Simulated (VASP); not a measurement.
# AgCl (Pm-3m) in VASP: further runs, part 2 of 2

VASP 6.6.1. Earlier steps stand in the parts before.

## Step 3: Electric field gradients, PBE (21.26 Å³/atom)

This run uses another cell than the first one, of 21.26 Å³/atom.

INCAR reads:

```
PREC = Accurate
ENCUT = 520
EDIFF = 1E-8
ISMEAR = -1
SIGMA = 0.01
LREAL = F
LASPH = T
NELM = 80
ALGO = Normal
ISIF = 2
LWAVE = F
LCHARG = F
GGA = PE
LEFG = T
NBANDS = 16
```

KPOINTS reads:

```
regular mesh
0
Gamma
  9 9 9
```

POSCAR reads:

```
AgCl
1.0
    3.4902776466      0.0000000000      0.0000000000
    0.0000000000      3.4902776466      0.0000000000
    0.0000000000      0.0000000000      3.4902776466
Ag Cl
1 1
Direct
    0.0000000000      0.0000000000      0.0000000000
    0.5000000000      0.5000000000      0.5000000000
```

Potentials or basis: VASP PAW PBE potentials, release 64 (Ag, Cl).

Launch:

```console
cat potpaw_PBE.64/Ag/POTCAR potpaw_PBE.64/Cl/POTCAR > POTCAR
mpirun -np 1 vasp_std > vasp.out
```

OUTCAR:

```text
PREC = Accurate
   ENCUT = 520
   EDIFF = 1E-8
   ISMEAR = -1
   LREAL = F
   LASPH = T
   NELM = 80
   ISIF = 2
   GGA = PE

 ion  position               nearest neighbor table
   1  0.000  0.000  0.000-   2 3.02   2 3.02   2 3.02   2 3.02   2 3.02   2 3.02   2 3.02   2 3.02

   2  0.500  0.500  0.500-   1 3.02   1 3.02   1 3.02   1 3.02   1 3.02   1 3.02   1 3.02   1 3.02

  LATTYP: Found a simple cubic cell.
 ALAT       =     3.4902776466

  Lattice vectors:

 A1 = (   3.4902776466,   0.0000000000,   0.0000000000)
 A2 = (   0.0000000000,   3.4902776466,   0.0000000000)
 A3 = (   0.0000000000,   0.0000000000,   3.4902776466)

Analysis of symmetry for initial positions (statically):
=====================================================================
 Subroutine PRICEL returns:
 Original cell was already a primitive cell.

 Routine SETGRP: Setting up the symmetry group for a
 simple cubic supercell.

 Subroutine GETGRP returns: Found 48 space group operations
 (whereof 48 operations were pure point group operations)
 out of a pool of 48 trial point group operations.

The static configuration has the point symmetry O_h .

Analysis of symmetry for dynamics (positions and initial velocities):
=====================================================================
 Subroutine PRICEL returns:
 Original cell was already a primitive cell.

 Routine SETGRP: Setting up the symmetry group for a
 simple cubic supercell.

 Subroutine GETGRP returns: Found 48 space group operations
 (whereof 48 operations were pure point group operations)
 out of a pool of 48 trial point group operations.

The dynamic configuration has the point symmetry O_h .

 Subroutine INISYM returns: Found 48 space group operations
 (whereof 48 operations are pure point group operations),
[... 150 lines left out ...]

 k-point     1 :       0.0000    0.0000    0.0000
  band No.  band energies     occupation
      1     -10.9816      2.00000
      2       0.7682      2.00000
      3       0.7682      2.00000
      4       1.6115      2.00000
      5       1.6115      2.00000
      6       1.6115      2.00000
[... 433 lines left out ...]
      3       0.0885      2.00000
      4       1.0898      2.00000
      5       1.2570      2.00000
      6       1.3688      2.00000
[... 8 lines left out ...]
     15      17.2394      0.00000
     16      18.9434      0.00000

 [... further k-points ...]
[... 5 lines left out ...]
  --------------------------------------------------------------------------------------
  -------------------------------------------------------------------------------------
  Total       -0.5921842     -0.5921842     -0.5921842      0.0000000      0.0000000     -0.0000000
  in kB      -22.3145173    -22.3145173    -22.3145173      0.0000000      0.0000000     -0.0000000
  external PRESSURE =     -22.3145173 kB  Pullay stress =       0.0000000 kB

 VOLUME and BASIS-vectors are now :
 -----------------------------------------------------------------------------
  energy-cutoff  :      520.00
  volume of cell :       42.52
      direct lattice vectors                 reciprocal lattice vectors
     3.490277647  0.000000000  0.000000000     0.286510158  0.000000000  0.000000000
     0.000000000  3.490277647  0.000000000     0.000000000  0.286510158  0.000000000
     0.000000000  0.000000000  3.490277647     0.000000000  0.000000000  0.286510158

 POSITION                                       TOTAL-FORCE (eV/Angst)
 -----------------------------------------------------------------------------------
      0.00000      0.00000      0.00000         0.000000      0.000000      0.000000
      1.74514      1.74514      1.74514         0.000000      0.000000      0.000000
 -----------------------------------------------------------------------------------
    total drift:                               -0.000000      0.000000      0.000000

  FREE ENERGIE OF THE ION-ELECTRON SYSTEM (eV)
  ---------------------------------------------------
  free  energy   TOTEN  =        -5.1068040247 eV

  energy  without entropy=       -5.1068040247  energy(sigma->0) =       -5.10680402

 Electric field gradients (V/A^2)
---------------------------------------------------------------------
 ion       V_xx      V_yy      V_zz      V_xy      V_xz      V_yz
---------------------------------------------------------------------
   1       0.000    -0.000    -0.000    -0.000     0.000    -0.000
   2      -0.000    -0.000    -0.000    -0.000     0.000    -0.000
---------------------------------------------------------------------

 Electric field gradients after diagonalization (V/A^2)
 (convention: |V_zz| > |V_xx| > |V_yy|)
----------------------------------------------------------------------
 ion       V_xx      V_yy      V_zz     asymmetry (V_yy - V_xx)/ V_zz
----------------------------------------------------------------------
   1      -0.000    -0.000     0.000       0.569
   2      -0.000    -0.000    -0.000      -0.432
----------------------------------------------------------------------

           NMR quadrupolar parameters

 Cq : quadrupolar parameter    Cq=e*Q*V_zz/h
 eta: asymmetry parameters     (V_yy - V_xx)/ V_zz
 Q  : nuclear electric quadrupole moment in mb (millibarn)
----------------------------------------------------------------------
 ion       Cq(MHz)       eta       Q (mb)
----------------------------------------------------------------------
   1       0.000       0.569       1.000
   2      -0.000      -0.432       1.000
----------------------------------------------------------------------
```

stdout:

```text
POSCAR found type information on POSCAR AgCl
 POSCAR found :  2 types and       2 ions
 scaLAPACK will be used
 LDA part: xc-table for (Slater+PW92), standard interpolation
 POSCAR, INCAR and KPOINTS ok, starting setup
 FFT: planning ... GRIDC
 FFT: planning ... GRID_SOFT
 FFT: planning ... GRID
 WAVECAR not read
 entering main loop
ion   1

ion   2
```

Run time: 38 s. Hardware: 1 thread of Intel Xeon 8259CL, shared host; peak memory 0.17 GiB.

Results:

```
Free energy                             : -5.1068 eV
Pressure                                : -2.2 GPa
Band gap on the k mesh                  : 0.60 eV (least direct gap 1.92 eV)
Largest electric field gradient by atom : under 0.05 V/Å² on every atom
```

Levels at points of the mesh, in eV from the valence-band top:
| k point | band 7 | band 8 | band 9 | band 10 | band 11 | band 12 |
| --- | --- | --- | --- | --- | --- | --- |
| (0.00, 0.00, 0.00) | -1.32 | -1.32 | -1.32 | 0.60 | 9.52 | 9.52 |

Caveat: semilocal functionals underestimate gaps, and a narrow one can read as zero; an odd mesh through Γ misses points on the zone boundary, where band edges can lie.
